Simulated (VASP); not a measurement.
# BAs (F-43m) in VASP: vibrations by perturbation theory with PBEsol

Aim: the vibrations by perturbation theory of BAs with PBEsol.

Everything below comes from runs of VASP 6.6.1. Logs are shortened: lines on timing, memory, paths and dates and some standing lists are left out, and cuts for length are marked.

**1. The cell of the first run**

It takes space group F-43m (No. 216, cubic). Conventional cell: a = 4.768 Å, b = 4.768 Å, c = 4.768 Å, α = 90.00°, β = 90.00°, γ = 90.00°. Within 2.7 Å of B (site symmetry -43m) lie 4 As at 2.06 Å. Within 2.7 Å of As (site symmetry -43m) lie 4 B at 2.06 Å.

**2. Vibrations by perturbation theory, PBEsol**

Input file INCAR:

```
PREC = Accurate
ENCUT = 500
EDIFF = 1E-8
ISMEAR = 0
SIGMA = 0.01
LREAL = False
LASPH = True
NELM = 120
ALGO = Normal
ISIF = 2
LWAVE = False
LCHARG = True
GGA = PS
IBRION = 8
NSW = 1
LEPSILON = True
GGA_COMPAT = False
```

Input file KPOINTS:

```
Automatic mesh
0
Gamma
  10 10 10
```

Input file POSCAR:

```
BAs
1.0
    0.0000000000      2.3839379010      2.3839379010
    2.3839379010      0.0000000000      2.3839379010
    2.3839379010      2.3839379010      0.0000000000
B As
1 1
Direct
    0.0000000000      0.0000000000      0.0000000000
    0.2500000000      0.2500000000      0.2500000000
```

Potentials or basis: VASP PAW PBE potentials, release 64 (B, As).

On the command line:

```sh
$ cat potpaw_PBE.64/B/POTCAR potpaw_PBE.64/As/POTCAR > POTCAR
$ mpirun -np 1 vasp_std > vasp.out
```

OUTCAR:

```text
PREC = Accurate
   ENCUT = 500
   EDIFF = 1E-8
   ISMEAR = 0
   LREAL = False
   LASPH = True
   NELM = 120
   ISIF = 2
   GGA = PS
   IBRION = 8
   NSW = 1
   LEPSILON = True

 ion  position               nearest neighbor table
   1  0.000  0.000  0.000-   2 2.06   2 2.06   2 2.06   2 2.06
   2  0.250  0.250  0.250-   1 2.06   1 2.06   1 2.06   1 2.06

  LATTYP: Found a face centered cubic cell.
 ALAT       =     4.7678758020

  Lattice vectors:

 A1 = (   0.0000000000,   2.3839379010,   2.3839379010)
 A2 = (   2.3839379010,   0.0000000000,   2.3839379010)
 A3 = (   2.3839379010,   2.3839379010,   0.0000000000)

Analysis of symmetry for initial positions (statically):
=====================================================================
 Subroutine PRICEL returns:
 Original cell was already a primitive cell.

 Routine SETGRP: Setting up the symmetry group for a
 face centered cubic supercell.

 Subroutine GETGRP returns: Found 24 space group operations
 (whereof 24 operations were pure point group operations)
 out of a pool of 48 trial point group operations.

The static configuration has the point symmetry T_d .

Analysis of symmetry for dynamics (positions and initial velocities):
=====================================================================
 Subroutine PRICEL returns:
 Original cell was already a primitive cell.

 Routine SETGRP: Setting up the symmetry group for a
 face centered cubic supercell.

 Subroutine GETGRP returns: Found 24 space group operations
 (whereof 24 operations were pure point group operations)
 out of a pool of 48 trial point group operations.

The dynamic configuration has the point symmetry T_d .

 Subroutine INISYM returns: Found 24 space group operations
 (whereof 24 operations are pure point group operations),
 and found     1 'primitive' translations

----------------------------------------------------------------------------------------

                                     Primitive cell

  volume of cell :      27.0966

  direct lattice vectors                    reciprocal lattice vectors
     0.000000000  2.383937901  2.383937901    -0.209737007  0.209737007  0.209737007
     2.383937901  0.000000000  2.383937901     0.209737007 -0.209737007  0.209737007
     2.383937901  2.383937901  0.000000000     0.209737007  0.209737007 -0.209737007

  length of vectors
     3.371397311  3.371397311  3.371397311     0.363275152  0.363275152  0.363275152

  position of ions in fractional coordinates (direct lattice)
     0.000000000  0.000000000  0.000000000
     0.250000000  0.250000000  0.250000000

  ion indices of the primitive-cell ions
   primitive index   ion index
                 1           1
                 2           2

----------------------------------------------------------------------------------------

 KPOINTS: Automatic mesh

Automatic generation of k-mesh.
 Grid dimensions read from file:
 generate k-points for:   10   10   10

 Generating k-lattice:

  Cartesian coordinates                     Fractional coordinates (reciprocal lattice)
    -0.020973701  0.020973701  0.020973701     0.100000000  0.000000000  0.000000000
     0.020973701 -0.020973701  0.020973701     0.000000000  0.100000000  0.000000000
     0.020973701  0.020973701 -0.020973701     0.000000000  0.000000000  0.100000000

  Length of vectors
     0.036327515  0.036327515  0.036327515

  Shift w.r.t. Gamma in fractional coordinates (k-lattice)
     0.000000000  0.000000000  0.000000000

 Subroutine IBZKPT returns following result:
 ===========================================

 Found     47 irreducible k-points:

 Following reciprocal coordinates:
            Coordinates               Weight
  0.000000  0.000000  0.000000      1.000000
  0.100000  0.000000  0.000000      8.000000
  0.200000  0.000000  0.000000      8.000000
[... 368 lines left out ...]
      direct lattice vectors                 reciprocal lattice vectors
     0.000000000  2.383937901  2.383937901    -0.209737007  0.209737007  0.209737007
     2.383937901  0.000000000  2.383937901     0.209737007 -0.209737007  0.209737007
     2.383937901  2.383937901  0.000000000     0.209737007  0.209737007 -0.209737007

 POSITION                                       TOTAL-FORCE (eV/Angst)
 -----------------------------------------------------------------------------------
      0.00000      0.00000      0.00000         0.000000      0.000000      0.000000
      1.19197      1.19197      1.19197        -0.000000     -0.000000     -0.000000
 -----------------------------------------------------------------------------------
    total drift:                               -0.000000     -0.000000     -0.000000

  FREE ENERGIE OF THE ION-ELECTRON SYSTEM (eV)
  ---------------------------------------------------
  free  energy   TOTEN  =       -12.2031148988 eV

  energy  without entropy=      -12.2031148988  energy(sigma->0) =      -12.20311490

 HEAD OF MICROSCOPIC STATIC DIELECTRIC TENSOR (INDEPENDENT PARTICLE, excluding Hartree and local field effects)
 ------------------------------------------------------
          10.351262     0.000000     0.000000
           0.000000    10.351262     0.000000
           0.000000     0.000000    10.351262
 ------------------------------------------------------

 Free energy of the ion-electron system (eV)
  ---------------------------------------------------
  ---------------------------------------------------
  free energy    TOTEN  =        -0.72038522 eV

  energy without entropy =       -0.72038522

------------------------ aborting loop because EDIFF is reached ----------------------------------------

--------------------------------------- Ionic step        2  -------------------------------------------

------------------------ aborting loop because EDIFF is reached ----------------------------------------

--------------------------------------- Ionic step        3  -------------------------------------------

------------------------ aborting loop because EDIFF is reached ----------------------------------------

 PIEZOELECTRIC TENSOR FIELD DIRECTION 3  (e Angst)
 -----------------------------------------------------------------------------
    -0.00042  0.16936  0.00000           ( -0.00000  0.09848  0.00000)
     0.16936 -0.00042  0.00000           (  0.09848 -0.00000  0.00000)
     0.00000  0.00000 -0.00004           (  0.00000  0.00000 -0.00000)

 PIEZOELECTRIC TENSOR FIELD DIRECTION 3  (C/m^2)
 -----------------------------------------------------------------------------
    -0.00025  0.10014  0.00000
     0.10014 -0.00025  0.00000
     0.00000  0.00000 -0.00002

--------------------------------------- Ionic step        4  -------------------------------------------

------------------------ aborting loop because EDIFF is reached ----------------------------------------

[... ionic steps 5 to 6 ...]

--------------------------------------- Ionic step        7  -------------------------------------------

 Free energy of the ion-electron system (eV)
  ---------------------------------------------------
  ---------------------------------------------------
  free energy    TOTEN  =        -0.03671723 eV

  energy without entropy =       -0.03671723

------------------------ aborting loop because EDIFF is reached ----------------------------------------

 INTERNAL STRAIN TENSOR  FOR ION    2  DIRECTION 1   (eV/Angst):
 -----------------------------------------------------------------------------
     0.00551  0.00000  0.00000
     0.00000 -0.00051 -7.40716
     0.00000 -7.40716 -0.00051

 MACROSCOPIC STATIC DIELECTRIC TENSOR (including local field effects in DFT)
 ------------------------------------------------------
           9.975113    -0.000000    -0.000000
          -0.000000     9.975113     0.000000
          -0.000000     0.000000     9.975113
 ------------------------------------------------------

 PIEZOELECTRIC TENSOR (including local field effects)  for field in x, y, z        (e  Angst)
          XX          YY          ZZ          XY          YZ          ZX
  --------------------------------------------------------------------------------
  x    -0.00000     0.00000     0.00000     0.00000     0.16378     0.00000
  y     0.00000    -0.00000     0.00000     0.00000     0.00000     0.16378
  z     0.00000    -0.00000     0.00000     0.16378     0.00000     0.00000

 PIEZOELECTRIC TENSOR (including local field effects)  for field in x, y, z        (C/m^2)
          XX          YY          ZZ          XY          YZ          ZX
  --------------------------------------------------------------------------------
  x    -0.00000     0.00000     0.00000     0.00000     0.09684     0.00000
  y     0.00000    -0.00000     0.00000     0.00000     0.00000     0.09684
  z     0.00000    -0.00000     0.00000     0.09684     0.00000     0.00000

 BORN EFFECTIVE CHARGES (including local field effects) (in |e|, cummulative output)
 ---------------------------------------------------------------------------------
 ion    1
    1    -0.52356     0.00000     0.00000
    2     0.00000    -0.52356     0.00000
    3     0.00000     0.00000    -0.52356
 ion    2
    1     0.52356    -0.00000     0.00000
    2     0.00000     0.52356    -0.00000
    3    -0.00000     0.00000     0.52356

 INTERNAL STRAIN TENSOR FOR ION    2 for displacements in x,y,z  (eV/Angst):
          X           Y           Z          XY          YZ          ZX
  --------------------------------------------------------------------------------
  x     0.00000    -0.00000    -0.00000     0.00000    -7.40716     0.00000
  y     0.00000    -0.00000     0.00000     0.00000     0.00000    -7.40716
  z    -0.00000    -0.00000     0.00000    -7.40716     0.00000     0.00000

 SECOND DERIVATIVES (NOT SYMMETRIZED)
 ------------------------------------
               1X          1Y          1Z          2X          2Y          2Z
  1X   -16.829684    0.000000    0.000000   16.829684    0.000000    0.000000
  1Y     0.000000  -16.829684    0.000000    0.000000   16.829684    0.000000
  1Z     0.000000    0.000000  -16.829684    0.000000    0.000000   16.829684
  2X    16.834443   -0.000000   -0.000000  -16.834443    0.000000    0.000000
  2Y    -0.000000   16.834443   -0.000000    0.000000  -16.834443    0.000000
  2Z    -0.000000   -0.000000   16.834443    0.000000    0.000000  -16.834443

 Eigenvectors and eigenvalues of the dynamical matrix
 ----------------------------------------------------

   1 f  =   20.865695 THz   131.103026 2PiTHz  696.004658 cm-1    86.293541 meV
             X         Y         Z           dx          dy          dz
      0.000000  0.000000  0.000000     0.000000    0.934809    0.000000
      1.191969  1.191969  1.191969     0.000000   -0.355151    0.000000
[... 21 lines left out ...]
   6 f/i=    0.000979 THz     0.006153 2PiTHz    0.032663 cm-1     0.004050 meV
             X         Y         Z           dx          dy          dz
      0.000000  0.000000  0.000000     0.355151   -0.000000   -0.000000
      1.191969  1.191969  1.191969     0.934809   -0.000000    0.000000

--------------------------------------------------------------------------------------------------------

 MACROSCOPIC STATIC DIELECTRIC TENSOR IONIC CONTRIBUTION
 ------------------------------------------------------
           0.108753     0.000000    -0.000000
           0.000000     0.108753    -0.000000
          -0.000000    -0.000000     0.108753
 ------------------------------------------------------

 ELASTIC MODULI CONTR FROM IONIC RELAXATION (kBar)
 Direction    XX          YY          ZZ          XY          YZ          ZX
 --------------------------------------------------------------------------------
 XX          -0.0000      0.0000      0.0000     -0.0000      0.0000      0.0000
 YY           0.0000     -0.0000      0.0000     -0.0000     -0.0000     -0.0000
 ZZ           0.0000      0.0000     -0.0000      0.0000     -0.0000      0.0000
 XY          -0.0000     -0.0000      0.0000   -201.5345     -0.0000      0.0000
 YZ           0.0000     -0.0000     -0.0000     -0.0000   -201.5345     -0.0000
 ZX           0.0000     -0.0000      0.0000      0.0000     -0.0000   -201.5345
 --------------------------------------------------------------------------------

 PIEZOELECTRIC TENSOR IONIC CONTR  for field in x, y, z        (C/m^2)
          XX          YY          ZZ          XY          YZ          ZX
  --------------------------------------------------------------------------------
  x     0.00000    -0.00000    -0.00000    -0.00000    -0.13931    -0.00000
  y     0.00000    -0.00000     0.00000     0.00000    -0.00000    -0.13931
  z    -0.00000    -0.00000     0.00000    -0.13931     0.00000     0.00000
```

Wall time 8.7 min (1 thread of Intel Xeon 8259CL, shared host); peak memory 0.25 GiB.

What came out:

```yaml
Electronic_dielectric_tensor_diagonal: 9.98
Born_charges_mean_of_the_diagonal: B -0.52; As +0.52 e
Highest_phonon_frequency_at_Γ_LO-TO_splitting_left_out: 696 cm⁻¹
```

Phonon frequencies in cm⁻¹ (negative: imaginary):
| q point | frequencies |
| --- | --- |
| (0.000, 0.000, 0.000) | 0 0 0 696 696 696 |

Electronic dielectric tensor:
```
9.98 0.00 0.00
0.00 9.98 0.00
0.00 0.00 9.98
```

Born effective charge tensors (e):
atom 1, B
```
-0.52  0.00  0.00
 0.00 -0.52  0.00
 0.00  0.00 -0.52
```
atom 2, As
```
0.52 0.00 0.00
0.00 0.52 0.00
0.00 0.00 0.52
```
